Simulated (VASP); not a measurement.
Wanted: the native input for a VASP 6.6.1 run.

| Quantity | Value |
| --- | --- |
| Task | single point |
| Functional | PBE |
| Potentials or basis | VASP PAW PBE potentials, release 64 (Ta_pv) |
| Cutoff | 520 eV |
| k mesh | 17 × 17 × 17 |
| Occupations | fermi-dirac, width 0.08 eV |
| Spin | no spin polarisation |
| Dipole correction | no |
| Further INCAR settings | ALGO = Normal; EDIFF = 1e-06; NBANDS = 12 |

The structure of Ta lies in POSCAR:

```
Ta
1.0
   -1.6836662614      1.6836662614      1.6836662614
    1.6836662614     -1.6836662614      1.6836662614
    1.6836662614      1.6836662614     -1.6836662614
Ta
1
Direct
    0.0000000000      0.0000000000      0.0000000000
```

This cell differs from its parent crystal: volume scaled by 1.06.

The input as run:

INCAR

```
SYSTEM = Ta
  PREC = Accurate
  ENCUT = 520
  EDIFF = 1E-6
  ISMEAR = -1
  SIGMA = 0.08
  LREAL = .FALSE.
  LASPH = .TRUE.
  NELM = 100
  ALGO = Normal
  ISIF = 2
  LWAVE = .FALSE.
  LCHARG = .TRUE.
  GGA = PE
  LELF = .TRUE.
  LVHAR = .TRUE.
  NBANDS = 12
```

KPOINTS

```
Automatic mesh
0
G
  17 17 17
  0 0 0
```

Potentials or basis: VASP PAW PBE potentials, release 64 (Ta_pv).

The run is started by

```sh
$ cat potpaw_PBE.64/Ta_pv/POTCAR > POTCAR
$ mpirun -np 1 vasp_std > vasp.out
```

It gave:

```yaml
Pressure: -7.6 GPa
```

Wall time 69 s on 1 thread of AMD EPYC 7R13, on a shared host, peak memory 0.14 GiB.
